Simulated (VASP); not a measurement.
# PbF2 in VASP: settings compared

The runs below take PbF2 through single point, with PBE+D3(BJ), r2SCAN+rVV10, r2SCAN.

Program: VASP 6.6.1. These are calculated values, not measurements. Logs are shortened: lines on timing, memory, paths and dates and some standing lists are left out, and cuts for length are marked.

## (1) The cell of the first run

The typed cell holds 6 atoms: a = 5.963 Å, b = 4.216 Å, c = 4.216 Å, α = 90.00°, β = 90.00°, γ = 90.00°.

## (2) Single point, PBE+D3(BJ)

Contents of INCAR:

```
SYSTEM = PbF2
PREC = Accurate
ENCUT = 520
EDIFF = 1E-7
ISMEAR = -1
SIGMA = 0.02
LREAL = .FALSE.
LASPH = .TRUE.
NELM = 60
ALGO = Normal
ISIF = 2
LWAVE = .FALSE.
LCHARG = .TRUE.
GGA = PE
IVDW = 12
LELF = .TRUE.
LVHAR = .TRUE.
NBANDS = 37
```

Contents of KPOINTS:

```
regular mesh
0
G
  4 6 6
  0 0 0
```

Contents of POSCAR:

```
PbF2
1.0
    5.9628342134      0.0000000000      0.0000000000
    0.0000000000      2.9814021681      2.9813715874
    0.0000000000     -2.9814021681      2.9813715874
Pb F
2 4
Direct
    0.5000000000      0.9699007313      0.9699007313
    0.0000000000      0.4699007313      0.4699007313
    0.7500140151      0.9699299815      0.4699222872
    0.2499859849      0.4699222872      0.9699299815
    0.7499859849      0.4699299815      0.9699222872
    0.2500140151      0.9699222872      0.4699299815
```

Potentials or basis: VASP PAW PBE potentials, release 64 (Pb_d, F).

On the command line:

```sh
$ cat potpaw_PBE.64/Pb_d/POTCAR potpaw_PBE.64/F/POTCAR > POTCAR
$ mpirun -np 1 vasp_std > vasp.out
```

OUTCAR:

```text
SYSTEM = PbF2
   PREC = Accurate
   ENCUT = 520
   EDIFF = 1E-7
   ISMEAR = -1
   LREAL = .FALSE.
   LASPH = .TRUE.
   NELM = 60
   ISIF = 2
   GGA = PE
   IVDW = 12
 IVDW          = 12

 ion  position               nearest neighbor table
   1  0.500  0.970  0.970-   5 2.58   6 2.58   3 2.58   4 2.58   5 2.58   6 2.58   3 2.58   4 2.58

   2  0.000  0.470  0.470-   3 2.58   4 2.58   5 2.58   6 2.58   3 2.58   4 2.58   6 2.58   5 2.58

   3  0.750  0.970  0.470-   2 2.58   1 2.58   2 2.58   1 2.58
   4  0.250  0.470  0.970-   2 2.58   1 2.58   2 2.58   1 2.58
   5  0.750  0.470  0.970-   1 2.58   2 2.58   1 2.58   2 2.58
   6  0.250  0.970  0.470-   1 2.58   2 2.58   1 2.58   2 2.58

  LATTYP: Found a base centered orthorhombic cell.
 ALAT       =     5.9627431748
 B/A-ratio  =     1.0000102573
 C/A-ratio  =     1.0000152679

  Lattice vectors:

 A1 = (   0.0000000000,   2.9814021681,   2.9813715874)
 A2 = (   0.0000000000,  -2.9814021681,   2.9813715874)
 A3 = (   5.9628342134,   0.0000000000,   0.0000000000)

Analysis of symmetry for initial positions (statically):
=====================================================================
 Subroutine PRICEL returns:
 Original cell was already a primitive cell.

 Routine SETGRP: Setting up the symmetry group for a
 base centered orthorhombic supercell.

 Subroutine GETGRP returns: Found  4 space group operations
 (whereof  2 operations were pure point group operations)
 out of a pool of  8 trial point group operations.

The static configuration has the point symmetry C_2 .
 The point group associated with its full space group is C_2v.

Analysis of symmetry for dynamics (positions and initial velocities):
=====================================================================
 Subroutine PRICEL returns:
 Original cell was already a primitive cell.

 Routine SETGRP: Setting up the symmetry group for a
 base centered orthorhombic supercell.

 Subroutine GETGRP returns: Found  4 space group operations
 (whereof  2 operations were pure point group operations)
 out of a pool of  8 trial point group operations.

The dynamic configuration has the point symmetry C_2 .
 The point group associated with its full space group is C_2v.

 Subroutine INISYM returns: Found  4 space group operations
 (whereof  2 operations are pure point group operations),
 and found     1 'primitive' translations

----------------------------------------------------------------------------------------

                                     Primitive cell

  volume of cell :     106.0033

  direct lattice vectors                    reciprocal lattice vectors
     5.962834213  0.000000000  0.000000000     0.167705484  0.000000000  0.000000000
     0.000000000  2.981402168  2.981371587     0.000000000  0.167706325  0.167708045
     0.000000000 -2.981402168  2.981371587     0.000000000 -0.167706325  0.167708045

  length of vectors
     5.962834213  4.216317757  4.216317757     0.167705484  0.237173775  0.237173775

  position of ions in fractional coordinates (direct lattice)
     0.500000000  0.969900731  0.969900731
     0.000000000  0.469900731  0.469900731
     0.750014015  0.969929982  0.469922287
     0.249985985  0.469922287  0.969929982
     0.749985985  0.469929982  0.969922287
     0.250014015  0.969922287  0.469929982

  ion indices of the primitive-cell ions
   primitive index   ion index
                 1           1
                 2           2
                 3           3
                 4           4
                 5           5
                 6           6

----------------------------------------------------------------------------------------

 KPOINTS: regular mesh

Automatic generation of k-mesh.
 Grid dimensions read from file:
 generate k-points for:    4    6    6

 Generating k-lattice:

  Cartesian coordinates                     Fractional coordinates (reciprocal lattice)
     0.041926371  0.000000000  0.000000000     0.250000000  0.000000000  0.000000000
     0.000000000  0.027951054  0.027951341     0.000000000  0.166666667  0.000000000
     0.000000000 -0.027951054  0.027951341     0.000000000  0.000000000  0.166666667

  Length of vectors
     0.041926371  0.039528963  0.039528963

  Shift w.r.t. Gamma in fractional coordinates (k-lattice)
     0.000000000  0.000000000  0.000000000

 Subroutine IBZKPT returns following result:
 ===========================================

 Found     39 irreducible k-points:

 Following reciprocal coordinates:
            Coordinates               Weight
  0.000000  0.000000  0.000000      1.000000
  0.250000  0.000000  0.000000      2.000000
  0.500000  0.000000  0.000000      1.000000
  0.000000  0.166667  0.000000      4.000000
  0.250000  0.166667  0.000000      8.000000
  0.500000  0.166667  0.000000      4.000000
[... 16 lines left out ...]
  0.250000 -0.333333  0.166667      8.000000
  0.500000 -0.333333  0.166667      4.000000
 [... further k-points ...]
   k-points           NKPTS =     39   k-points in BZ     NKDIM =     39   number of bands    NBANDS=     37
   number of dos      NEDOS =    301   number of ions     NIONS =      6
   total plane-waves  NPLWV =  49152
   dimension x,y,z NGX =    48 NGY =   32 NGZ =   32
   dimension x,y,z NGXF=    96 NGYF=   64 NGZF=   64
   ions per type =               2   4
   NGX,Y,Z   is equivalent  to a cutoff of  13.38, 12.62, 12.62 a.u.
   NGXF,Y,Z  is equivalent  to a cutoff of  26.77, 25.23, 25.23 a.u.
 SYSTEM =  PbF2
   PREC   = accura    normal or accurate (medium, high low for compatibility)
   ISTART =      0    job   : 0-new  1-cont  2-samecut
   ICHARG =      2    charge: 1-file 2-atom 10-const
   ISPIN  =      1    spin polarized calculation?
   LNONCOLLINEAR =      F non collinear calculations
   LSORBIT =      F    spin-orbit coupling
   LASPH  =      T    aspherical Exc in radial PAW
   ENCUT  =  520.0 eV  38.22 Ry    6.18 a.u.  11.09  7.84  7.84*2*pi/ulx,y,z
   NELM   =     60;   NELMIN=  2; NELMDL= -5     # of ELM steps
   EDIFF  = 0.1E-06   stopping-criterion for ELM
   LREAL  =      F    real-space projection
   EDIFFG = 0.1E-05   stopping-criterion for IOM
   NSW    =      0    number of steps for IOM
   IBRION =     -1    ionic relax: 0-MD 1-quasi-New 2-CG
   NFREE  =      0    steps in history (QN), initial steepest desc. (CG)
   ISIF   =      2    stress and relaxation
   ISYM   =      2    0-nonsym 1-usesym 2-fastsym
   POTIM  = 0.5000    time-step for ionic-motion
   TEBEG  =    0.0;   TEEND  =   0.0 temperature during run
   PSTRESS=    0.0 pullay stress
   NELECT =      56.0000    total number of electrons
   NUPDOWN=      -1.0000    fix difference up-down
   EMIN   =  10.00;   EMAX   =-10.00  energy-range for DOS
   EFERMI =   0.00;   METHOD = LEGACY
   ISMEAR =    -1;   SIGMA  =   0.02  broadening in eV -4-tet -1-fermi 0-gaus
   EFERMI_NEDOS =   21; number of points for ismear=-14 and -15
   IALGO  =     38    algorithm
   IMIX   =      4    mixing-type and parameters
     AMIX     =   0.40;   BMIX     =  1.00
     AMIX_MAG =   1.60;   BMIX_MAG =  1.00
  volume/ion in A,a.u.               =      17.67       119.22
  Fermi-wavevector in a.u.,A,eV,Ry     =   1.323420  2.500901 23.829796  1.751441
  Thomas-Fermi vector in A             =   2.453029
   LORBIT       =      0    0 simple, 1 ext, 2 COOP (PROOUT), +10 PAW based schemes
   GGA     = PE    functional components
   LHFCALC =     F    Hartree Fock is set to
   AEXX    =    0.0000 exact exchange contribution
   IVDW    =    12    specifies the selected vdW correction
   LEPSILON=     F    determine dielectric tensor
   LRPA    =     F    only Hartree local field effects (RPA)
 non-spin polarized calculation
  energy-cutoff  :      520.00
  volume of cell :      106.00
 maximum number of plane-waves:      2916
 NGX is ok and might be reduce to    48
   NGX = 23   NGY = 15   NGZ = 15

 number of electron      55.9999954 magnetization

 Free energy of the ion-electron system (eV)
  ---------------------------------------------------
  ext. energy  EPLUGINS =         0.00000000
  ---------------------------------------------------
  free energy    TOTEN  =       -28.69251702 eV

  energy without entropy =      -28.69251702  energy(sigma->0) =      -28.69251702

 E-fermi :   2.2206     XC(G=0):  -9.3173

 val. band max:        1.6707061350   @ k =   0.5000   0.5000   0.5000
 cond. band min:       6.0889224066   @ k =   0.0000   0.5000   0.5000
 fundamental gap:      4.4182162716
 Fermi energy:         2.2205923036

 k-point     1 :       0.0000    0.0000    0.0000
  band No.  band energies     occupation
      1     -19.2820      2.00000
      2     -19.0168      2.00000
      3     -18.9140      2.00000
      4     -18.6918      2.00000
      5     -12.7468      2.00000
      6     -12.7468      2.00000
[... 29 lines left out ...]
     36      12.2657      0.00000
     37      15.7958      0.00000

 k-point     2 :       0.2500    0.0000    0.0000
  band No.  band energies     occupation
      1     -19.2444      2.00000
      2     -19.0570      2.00000
      3     -18.8826      2.00000
      4     -18.7262      2.00000
      5     -12.7353      2.00000
      6     -12.7353      2.00000
[... 29 lines left out ...]
     36      13.3379      0.00000
     37      15.7673      0.00000

 k-point     3 :       0.5000    0.0000    0.0000
  band No.  band energies     occupation
      1     -19.1520      2.00000
      2     -19.1520      2.00000
      3     -18.8058      2.00000
      4     -18.8058      2.00000
      5     -12.7130      2.00000
      6     -12.7130      2.00000
[... 29 lines left out ...]
     36      12.8802      0.00000
     37      17.0534      0.00000
[... 761 lines left out ...]
 k-point    23 :       0.2500   -0.3333    0.1667
  band No.  band energies     occupation
      1     -19.1138      2.00000
      2     -18.9875      2.00000
      3     -18.9507      2.00000
      4     -18.8404      2.00000
      5     -12.7200      2.00000
      6     -12.7185      2.00000
[... 29 lines left out ...]
     36      13.4095      0.00000
     37      15.8014      0.00000

 k-point    24 :       0.5000   -0.3333    0.1667
  band No.  band energies     occupation
      1     -19.0506      2.00000
      2     -19.0506      2.00000
      3     -18.8967      2.00000
      4     -18.8967      2.00000
      5     -12.7178      2.00000
      6     -12.7178      2.00000
[... 29 lines left out ...]
     36      13.4665      0.00000
     37      15.3959      0.00000

 [... further k-points ...]

------------------------ aborting loop because EDIFF is reached ----------------------------------------

 Edisp (eV)   -0.90484

 E8    (eV) :    -0.3900

  FORCE on cell =-STRESS in cart. coord.  units (eV):
  Direction    XX          YY          ZZ          XY          YZ          ZX
  --------------------------------------------------------------------------------------
  -------------------------------------------------------------------------------------
  Total      -0.13929    -0.14215    -0.14194     0.00000     0.00000     0.00000
  in kB      -2.10528    -2.14847    -2.14540     0.00000     0.00000     0.00000
  external pressure =       -2.13 kB  Pullay stress =        0.00 kB

 VOLUME and BASIS-vectors are now :
 -----------------------------------------------------------------------------
  energy-cutoff  :      520.00
  volume of cell :      106.00
      direct lattice vectors                 reciprocal lattice vectors
     5.962834213  0.000000000  0.000000000     0.167705484  0.000000000  0.000000000
     0.000000000  2.981402168  2.981371587     0.000000000  0.167706325  0.167708045
     0.000000000 -2.981402168  2.981371587     0.000000000 -0.167706325  0.167708045

 POSITION                                       TOTAL-FORCE (eV/Angst)
 -----------------------------------------------------------------------------------
      2.98142      0.00000      5.78327         0.000000      0.000000     -0.000031
      0.00000      0.00000      2.80190         0.000000      0.000000     -0.000031
      4.47221      1.49072      4.29273        -0.000068     -0.000036      0.000015
      1.49062     -1.49072      4.29273         0.000068      0.000036      0.000015
      4.47204     -1.49068      4.29273         0.000068     -0.000036      0.000015
      1.49079      1.49068      4.29273        -0.000068      0.000036      0.000015
 -----------------------------------------------------------------------------------
    total drift:                                0.000000     -0.000003      0.001582

  FREE ENERGIE OF THE ION-ELECTRON SYSTEM (eV)
  ---------------------------------------------------
  free  energy   TOTEN  =       -29.5973577655 eV

  energy  without entropy=      -29.5973577655  energy(sigma->0) =      -29.59735777
```

It took 3.5 min on 1 thread of Intel Xeon 8259CL, shared host; peak memory 0.29 GiB.

Results:

- Free energy: -29.5974 eV
- Pressure: -0.2 GPa
- Band gap on the k mesh: 4.42 eV
- Dispersion energy per atom: -0.151 eV

Levels at points of the mesh, in eV from the valence-band top:
```tsv
k point	band 24	band 25	band 26	band 27	band 28	band 29	band 30	band 31	band 32	band 33
(0.00, 0.00, 0.00)	-1.87	-1.46	-1.46	-1.45	-0.14	4.42	6.76	6.76	6.76	7.83
(0.50, 0.00, 0.00)	-1.63	-1.63	-1.63	-0.93	-0.93	5.07	5.07	7.34	7.34	7.34
(0.00, 0.50, 0.00)	-1.94	-1.55	-1.55	-0.22	-0.22	5.49	5.49	6.71	6.71	7.59
(0.50, 0.50, 0.00)	-2.04	-2.04	-2.04	-0.02	-0.02	5.03	5.03	7.61	7.61	7.61
(0.00, 0.50, 0.50)	-1.46	-1.45	-1.45	-0.14	-0.14	4.42	4.42	7.83	7.83	7.83
(0.50, 0.50, 0.50)	-1.51	-1.40	-1.40	0.00	0.00	6.03	6.03	6.03	6.03	7.46
```

Caveat: spin-orbit coupling is left out, which moves the levels of the heavy elements.

## (3) Single point, r2SCAN+rVV10

This run uses another cell than the first one, of 17.04 Å³/atom.

Contents of POSCAR:

```
PbF2
1.0
    5.8916182408      0.0000000000      0.0000000000
    0.0000000000      2.9458159690      2.9458164277
    0.0000000000     -2.9458159690      2.9458164277
Pb F
2 4
Direct
    0.5000000000      0.9699092238      0.9699092238
    0.0000000000      0.4699092238      0.4699092238
    0.7500052183      0.9699224585      0.4699213178
    0.2499947817      0.4699213178      0.9699224585
    0.7499947817      0.4699224585      0.9699213178
    0.2500052183      0.9699213178      0.4699224585
```

Contents of INCAR.step1:

```
SYSTEM = PbF2
ALGO = Normal ; EDIFF = 1E-4
ENCUT = 520 ; GGA = PE
ISMEAR = -1 ; LASPH = .True.
LCHARG = .False. ; LREAL = .False.
LWAVE = .True. ; NBANDS = 37
NELM = 100 ; PREC = Accurate
SIGMA = 0.02
```

Contents of INCAR.step2:

```
SYSTEM = PbF2
ALGO = Normal ; BPARAM = 11.95
CPARAM = 0.0093 ; EDIFF = 1E-6
ENCUT = 520 ; ISIF = 2
ISMEAR = -1 ; ISTART = 1
IVDW_NL = 2 ; LASPH = .True.
LCHARG = .False. ; LMIXTAU = .True.
LREAL = .False. ; LUSE_VDW = .True.
LWAVE = .False. ; METAGGA = R2SCAN
NBANDS = 37 ; NELM = 100
PREC = Accurate ; SIGMA = 0.02
```

Contents of KPOINTS:

```
k-points
0
Gamma
  4 6 6
  0 0 0
```

Potentials or basis: VASP PAW PBE potentials, release 64 (Pb_d, F).

On the command line:

```sh
$ cat potpaw_PBE.64/Pb_d/POTCAR potpaw_PBE.64/F/POTCAR > POTCAR
$ cp INCAR.step1 INCAR
$ mpirun -np 1 vasp_std > vasp.out
$ cp INCAR.step2 INCAR
$ mpirun -np 1 vasp_std > vasp.out
```

Run time: 11 min. Hardware: 1 thread of Intel Xeon 8259CL, shared host; peak memory 0.48 GiB.

Results (log left out):

* Free energy: -138.5103 eV
* Pressure: 0.1 GPa
* Band gap on the k mesh: 4.88 eV

Levels at points of the mesh, in eV from the valence-band top:
```csv
k point,band 26,band 27,band 28,band 29,band 30,band 31
"(0.00, 0.00, 0.00)",-1.84,-1.84,-0.15,4.88,7.28,7.28
"(0.50, 0.00, 0.00)",-2.02,-1.05,-1.05,5.38,5.38,7.93
"(0.00, 0.50, 0.00)",-1.94,-0.28,-0.28,5.78,5.78,7.27
"(0.50, 0.50, 0.00)",-2.45,-0.07,-0.07,5.28,5.28,8.27
"(0.00, 0.50, 0.50)",-1.84,-0.15,-0.15,4.88,4.88,8.48
"(0.50, 0.50, 0.50)",-1.78,0.00,0.00,6.56,6.56,6.56
```

Caveat: the PAW data sets were made with another functional, which shifts forces and pressure a little; spin-orbit coupling is left out, which moves the levels of the heavy elements.

[end of part 1 of 2]
